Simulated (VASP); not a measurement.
# ZnSnN2 (R-3m) in VASP: a series of runs

Runs on ZnSnN2. Level: PBE. Tasks: single point.

Everything below comes from runs of VASP 6.6.1. Logs are shortened: lines on timing, memory, paths and dates and some standing lists are left out, and cuts for length are marked.

**1. The cell of the first run**

The structure is trigonal, space group R-3m (No. 166). Conventional cell: a = 3.167 Å, b = 3.167 Å, c = 15.449 Å, α = 90.00°, β = 90.00°, γ = 120.00°. Zn (site symmetry -3m) has 6 N at 2.27 Å within 3.0 Å. Within 2.9 Å of Sn (site symmetry -3m) lie 6 N at 2.21 Å. N (site symmetry 3m) has 3 Sn at 2.21 Å and 3 Zn at 2.27 Å within 2.9 Å.

**2. Single point, PBE**

File INCAR:

```
SYSTEM = ZnSnN2
PREC = Accurate
ENCUT = 520
EDIFF = 1E-7
ISMEAR = 0
SIGMA = 0.01
LREAL = .FALSE.
LASPH = .TRUE.
NELM = 100
ALGO = Normal
ISIF = 2
LWAVE = .FALSE.
LCHARG = .FALSE.
GGA = PE
NBANDS = 26
```

File KPOINTS:

```
Automatic mesh
0
G
  8 8 8
  0 0 0
```

File POSCAR:

```
ZnSnN2
1.0
    1.5836871722      0.9143422152      5.1498174729
   -1.5836871722      0.9143422152      5.1498174729
    0.0000000000     -1.8286844304      5.1498174729
Zn Sn N
1 1 2
Direct
    1.0000000000      0.0000000000      0.0000000000
    0.5000000000      0.5000000000      0.5000000000
    0.2464698153      0.2464698153      0.2464698153
    0.7535301847      0.7535301847      0.7535301847
```

Potentials or basis: VASP PAW PBE potentials, release 64 (Zn, Sn_d, N).

Run with:

```sh
cat potpaw_PBE.64/Zn/POTCAR potpaw_PBE.64/Sn_d/POTCAR potpaw_PBE.64/N/POTCAR > POTCAR
mpirun -np 1 vasp_std > vasp.out
```

OUTCAR:

```text
SYSTEM = ZnSnN2
   PREC = Accurate
   ENCUT = 520
   EDIFF = 1E-7
   ISMEAR = 0
   LREAL = .FALSE.
   LASPH = .TRUE.
   NELM = 100
   ISIF = 2
   GGA = PE

 ion  position               nearest neighbor table
   1  0.000  0.000  0.000-   4 2.27   4 2.27   3 2.27   3 2.27   4 2.27   3 2.27   2 3.16   2 3.16
                             2 3.16   2 3.16   2 3.16   2 3.16
   2  0.500  0.500  0.500-   3 2.21   3 2.21   4 2.21   4 2.21   3 2.21   4 2.21   1 3.16   1 3.16
                             1 3.16   1 3.16   1 3.16   1 3.16
   3  0.246  0.246  0.246-   2 2.21   2 2.21   2 2.21   1 2.27   1 2.27   1 2.27
   4  0.754  0.754  0.754-   2 2.21   2 2.21   2 2.21   1 2.27   1 2.27   1 2.27

  LATTYP: Found a trigonal (rhomboedric) cell.
 ALAT       =     5.4648610916
 COS(alpha) =     0.8320381927

  Lattice vectors:

 A1 = (   1.5836871722,   0.9143422152,   5.1498174729)
 A2 = (  -1.5836871722,   0.9143422152,   5.1498174729)
 A3 = (   0.0000000000,  -1.8286844304,   5.1498174729)

Analysis of symmetry for initial positions (statically):
=====================================================================
 Subroutine PRICEL returns:
 Original cell was already a primitive cell.

 Routine SETGRP: Setting up the symmetry group for a
 trigonal (rhombohedral) supercell.

 Subroutine GETGRP returns: Found 12 space group operations
 (whereof 12 operations were pure point group operations)
 out of a pool of 12 trial point group operations.

The static configuration has the point symmetry D_3d.

Analysis of symmetry for dynamics (positions and initial velocities):
=====================================================================
 Subroutine PRICEL returns:
 Original cell was already a primitive cell.

 Routine SETGRP: Setting up the symmetry group for a
 trigonal (rhombohedral) supercell.

 Subroutine GETGRP returns: Found 12 space group operations
 (whereof 12 operations were pure point group operations)
 out of a pool of 12 trial point group operations.

The dynamic configuration has the point symmetry D_3d.

 Subroutine INISYM returns: Found 12 space group operations
 (whereof 12 operations are pure point group operations),
 and found     1 'primitive' translations

----------------------------------------------------------------------------------------

                                     Primitive cell

  volume of cell :      44.7426

  direct lattice vectors                    reciprocal lattice vectors
     1.583687172  0.914342215  5.149817473     0.315718918  0.182280402  0.064727213
    -1.583687172  0.914342215  5.149817473    -0.315718918  0.182280402  0.064727213
     0.000000000 -1.828684430  5.149817473     0.000000000 -0.364560804  0.064727213

  length of vectors
     5.464861092  5.464861092  5.464861092     0.370262329  0.370262329  0.370262329

  position of ions in fractional coordinates (direct lattice)
     0.000000000  0.000000000  0.000000000
     0.500000000  0.500000000  0.500000000
     0.246469815  0.246469815  0.246469815
     0.753530185  0.753530185  0.753530185

  ion indices of the primitive-cell ions
   primitive index   ion index
                 1           1
                 2           2
                 3           3
                 4           4

----------------------------------------------------------------------------------------

 KPOINTS: Automatic mesh

Automatic generation of k-mesh.
 Grid dimensions read from file:
 generate k-points for:    8    8    8

 Generating k-lattice:

  Cartesian coordinates                     Fractional coordinates (reciprocal lattice)
     0.039464865  0.022785050  0.008090902     0.125000000  0.000000000  0.000000000
    -0.039464865  0.022785050  0.008090902     0.000000000  0.125000000  0.000000000
     0.000000000 -0.045570101  0.008090902     0.000000000  0.000000000  0.125000000

  Length of vectors
     0.046282791  0.046282791  0.046282791

  Shift w.r.t. Gamma in fractional coordinates (k-lattice)
     0.000000000  0.000000000  0.000000000

 Subroutine IBZKPT returns following result:
 ===========================================

 Found     65 irreducible k-points:

 Following reciprocal coordinates:
            Coordinates               Weight
  0.000000  0.000000  0.000000      1.000000
  0.125000  0.000000  0.000000      6.000000
  0.250000  0.000000  0.000000      6.000000
  0.375000  0.000000 -0.000000      6.000000
  0.500000  0.000000  0.000000      3.000000
  0.125000  0.125000  0.000000      6.000000
[... 16 lines left out ...]
  0.250000  0.125000  0.125000      6.000000
  0.375000  0.125000  0.125000      6.000000
 [... further k-points ...]
   k-points           NKPTS =     65   k-points in BZ     NKDIM =     65   number of bands    NBANDS=     26
   number of dos      NEDOS =    301   number of ions     NIONS =      4
   total plane-waves  NPLWV =  74088
   dimension x,y,z NGX =    42 NGY =   42 NGZ =   42
   dimension x,y,z NGXF=    84 NGYF=   84 NGZF=   84
   ions per type =               1   1   2
   NGX,Y,Z   is equivalent  to a cutoff of  12.78, 12.78, 12.78 a.u.
   NGXF,Y,Z  is equivalent  to a cutoff of  25.55, 25.55, 25.55 a.u.
 SYSTEM =  ZnSnN2
   PREC   = accura    normal or accurate (medium, high low for compatibility)
   ISTART =      0    job   : 0-new  1-cont  2-samecut
   ICHARG =      2    charge: 1-file 2-atom 10-const
   ISPIN  =      1    spin polarized calculation?
   LNONCOLLINEAR =      F non collinear calculations
   LSORBIT =      F    spin-orbit coupling
   LASPH  =      T    aspherical Exc in radial PAW
   ENCUT  =  520.0 eV  38.22 Ry    6.18 a.u.  10.16 10.16 10.16*2*pi/ulx,y,z
   NELM   =    100;   NELMIN=  2; NELMDL= -5     # of ELM steps
   EDIFF  = 0.1E-06   stopping-criterion for ELM
   LREAL  =      F    real-space projection
   EDIFFG = 0.1E-05   stopping-criterion for IOM
   NSW    =      0    number of steps for IOM
   IBRION =     -1    ionic relax: 0-MD 1-quasi-New 2-CG
   NFREE  =      0    steps in history (QN), initial steepest desc. (CG)
   ISIF   =      2    stress and relaxation
   ISYM   =      2    0-nonsym 1-usesym 2-fastsym
   POTIM  = 0.5000    time-step for ionic-motion
   TEBEG  =    0.0;   TEEND  =   0.0 temperature during run
   PSTRESS=    0.0 pullay stress
   NELECT =      36.0000    total number of electrons
   NUPDOWN=      -1.0000    fix difference up-down
   EMIN   =  10.00;   EMAX   =-10.00  energy-range for DOS
   EFERMI =   0.00;   METHOD = LEGACY
   ISMEAR =     0;   SIGMA  =   0.01  broadening in eV -4-tet -1-fermi 0-gaus
   EFERMI_NEDOS =   21; number of points for ismear=-14 and -15
   IALGO  =     38    algorithm
   IMIX   =      4    mixing-type and parameters
     AMIX     =   0.40;   BMIX     =  1.00
     AMIX_MAG =   1.60;   BMIX_MAG =  1.00
  volume/ion in A,a.u.               =      11.19        75.48
  Fermi-wavevector in a.u.,A,eV,Ry     =   1.522656  2.877403 31.544870  2.318483
  Thomas-Fermi vector in A             =   2.631206
   LORBIT       =      0    0 simple, 1 ext, 2 COOP (PROOUT), +10 PAW based schemes
   GGA     = PE    functional components
   LHFCALC =     F    Hartree Fock is set to
   AEXX    =    0.0000 exact exchange contribution
   IVDW    =     0    specifies the selected vdW correction
   LEPSILON=     F    determine dielectric tensor
   LRPA    =     F    only Hartree local field effects (RPA)
 non-spin polarized calculation
 Gauss-broadening in eV      SIGMA  =   0.01
  energy-cutoff  :      520.00
  volume of cell :       44.74
 maximum number of plane-waves:      1226
 NGX is ok and might be reduce to    42
   NGX = 21   NGY = 21   NGZ = 21

 number of electron      35.9999994 magnetization

 Free energy of the ion-electron system (eV)
  ---------------------------------------------------
  ext. energy  EPLUGINS =         0.00000000
  ---------------------------------------------------
  free energy    TOTEN  =       -20.30599936 eV

  energy without entropy =      -20.30599936  energy(sigma->0) =      -20.30599936

 E-fermi :   7.6490     XC(G=0): -12.3422

 val. band max:        7.6014430125   @ k =  -0.1250   0.2500   0.1250
 cond. band min:       8.3587500197   @ k =   0.0000   0.0000   0.0000
 fundamental gap:      0.7573070072
 Fermi energy:         7.6490154682

 k-point     1 :       0.0000    0.0000    0.0000
  band No.  band energies     occupation
      1     -13.4261      2.00000
      2     -13.4258      2.00000
      3     -13.4258      2.00000
      4     -13.2343      2.00000
      5     -13.2343      2.00000
      6      -9.0414      2.00000
[... 18 lines left out ...]
     25      21.4814      0.00000
     26      21.4835      0.00000

 k-point     2 :       0.1250    0.0000    0.0000
  band No.  band energies     occupation
      1     -13.4635      2.00000
      2     -13.3918      2.00000
      3     -13.3864      2.00000
      4     -13.2743      2.00000
      5     -13.2404      2.00000
      6      -8.7995      2.00000
[... 18 lines left out ...]
     25      20.2534      0.00000
     26      20.5361      0.00000

 k-point     3 :       0.2500    0.0000    0.0000
  band No.  band energies     occupation
      1     -13.5715      2.00000
      2     -13.3621      2.00000
      3     -13.3043      2.00000
      4     -13.2982      2.00000
      5     -13.2406      2.00000
      6      -8.0927      2.00000
[... 18 lines left out ...]
     25      17.4484      0.00000
     26      19.7276      0.00000

 k-point     4 :       0.3750    0.0000   -0.0000
  band No.  band energies     occupation
      1     -13.6903      2.00000
      2     -13.4143      2.00000
      3     -13.2942      2.00000
      4     -13.2256      2.00000
      5     -13.1665      2.00000
      6      -7.0674      2.00000
[... 18 lines left out ...]
     25      17.8333      0.00000
     26      19.6470      0.00000

 k-point     5 :       0.5000    0.0000    0.0000
  band No.  band energies     occupation
      1     -13.7399      2.00000
      2     -13.4349      2.00000
      3     -13.2997      2.00000
      4     -13.1951      2.00000
      5     -13.1253      2.00000
      6      -6.3759      2.00000
[... 18 lines left out ...]
     25      17.8419      0.00000
     26      19.6797      0.00000

 k-point     6 :       0.1250    0.1250    0.0000
  band No.  band energies     occupation
      1     -13.4637      2.00000
      2     -13.3914      2.00000
      3     -13.3863      2.00000
      4     -13.2744      2.00000
      5     -13.2404      2.00000
      6      -8.7844      2.00000
[... 427 lines left out ...]
 k-point    21 :       0.5000    0.5000    0.0000
  band No.  band energies     occupation
      1     -13.7412      2.00000
      2     -13.4361      2.00000
      3     -13.2996      2.00000
      4     -13.1944      2.00000
      5     -13.1254      2.00000
      6      -6.3846      2.00000
[... 18 lines left out ...]
     25      17.6964      0.00000
     26      20.7110      0.00000

 k-point    22 :       0.1250    0.1250    0.1250
  band No.  band energies     occupation
      1     -13.4259      2.00000
      2     -13.4257      2.00000
      3     -13.4257      2.00000
      4     -13.2342      2.00000
      5     -13.2342      2.00000
      6      -8.9922      2.00000
[... 18 lines left out ...]
     25      21.2853      0.00000
     26      21.2853      0.00000

 k-point    23 :       0.2500    0.1250    0.1250
  band No.  band energies     occupation
      1     -13.4634      2.00000
      2     -13.3917      2.00000
      3     -13.3863      2.00000
      4     -13.2745      2.00000
      5     -13.2403      2.00000
      6      -8.7200      2.00000
[... 18 lines left out ...]
     25      19.3849      0.00000
     26      20.3753      0.00000

 k-point    24 :       0.3750    0.1250    0.1250
  band No.  band energies     occupation
      1     -13.5718      2.00000
      2     -13.3630      2.00000
      3     -13.3043      2.00000
      4     -13.2976      2.00000
      5     -13.2405      2.00000
      6      -7.9917      2.00000
[... 18 lines left out ...]
     25      17.2827      0.00000
     26      19.9861      0.00000

 [... further k-points ...]
[... 5 lines left out ...]
  --------------------------------------------------------------------------------------
  -------------------------------------------------------------------------------------
  Total        1.9533538      1.9533538      1.9034306      0.0000000     -0.0000000      0.0000000
  in kB       69.9471857     69.9471857     68.1594962      0.0000000     -0.0000000      0.0000000
  external PRESSURE =      69.3512892 kB  Pullay stress =       0.0000000 kB

 VOLUME and BASIS-vectors are now :
 -----------------------------------------------------------------------------
  energy-cutoff  :      520.00
  volume of cell :       44.74
      direct lattice vectors                 reciprocal lattice vectors
     1.583687172  0.914342215  5.149817473     0.315718918  0.182280402  0.064727213
    -1.583687172  0.914342215  5.149817473    -0.315718918  0.182280402  0.064727213
     0.000000000 -1.828684430  5.149817473     0.000000000 -0.364560804  0.064727213

 POSITION                                       TOTAL-FORCE (eV/Angst)
 -----------------------------------------------------------------------------------
      0.00000      0.00000      0.00000        -0.000000     -0.000000     -0.000000
      0.00000      0.00000      7.72473         0.000000      0.000000     -0.000000
      0.00000      0.00000      3.80782        -0.000000      0.000000      0.185420
      0.00000      0.00000     11.64163        -0.000000     -0.000000     -0.185420
 -----------------------------------------------------------------------------------
    total drift:                                0.000000      0.000000     -0.000000

  FREE ENERGIE OF THE ION-ELECTRON SYSTEM (eV)
  ---------------------------------------------------
  free  energy   TOTEN  =       -20.3059993614 eV

  energy  without entropy=      -20.3059993614  energy(sigma->0) =      -20.30599936
```

It took 4.7 min on 1 thread of AMD EPYC 7R43 (Zen 3), shared host; peak memory 0.26 GiB.

What came out:

| Item | Value |
| --- | --- |
| Free energy | -20.3060 eV |
| Pressure | 6.9 GPa |
| Largest force | 0.185 eV/Å |
| Band gap on the k mesh | 0.76 eV, indirect (least direct gap 0.84 eV) |

Forces on the atoms (eV/Å):
```
Zn   0.000  0.000  0.000
Sn   0.000  0.000  0.000
N    0.000  0.000  0.185
N    0.000  0.000 -0.185
```

Stress tensor (GPa, compression positive):
```
6.99 0.00 0.00
0.00 6.99 0.00
0.00 0.00 6.82
```

Levels at points of the mesh, in eV from the valence-band top:
```tsv
k point	band 14	band 15	band 16	band 17	band 18	band 19	band 20	band 21	band 22	band 23
(0.00, 0.00, 0.00)	-0.98	-0.98	-0.80	-0.17	-0.17	0.76	3.49	8.19	8.34	8.34
(0.50, 0.00, 0.00)	-4.55	-2.64	-2.60	-2.11	-1.31	3.13	4.23	7.00	7.83	9.27
(0.50, 0.50, 0.00)	-5.19	-3.13	-2.82	-0.09	-0.04	0.80	3.69	7.62	8.40	8.68
(0.50, 0.50, 0.50)	-3.87	-0.62	-0.62	-0.57	-0.57	3.19	3.83	7.76	9.49	9.49
```

Caveat: spin-orbit coupling is left out, which moves the levels of the heavy elements. A k mesh can miss the band edges.

[end of part 1 of 2]
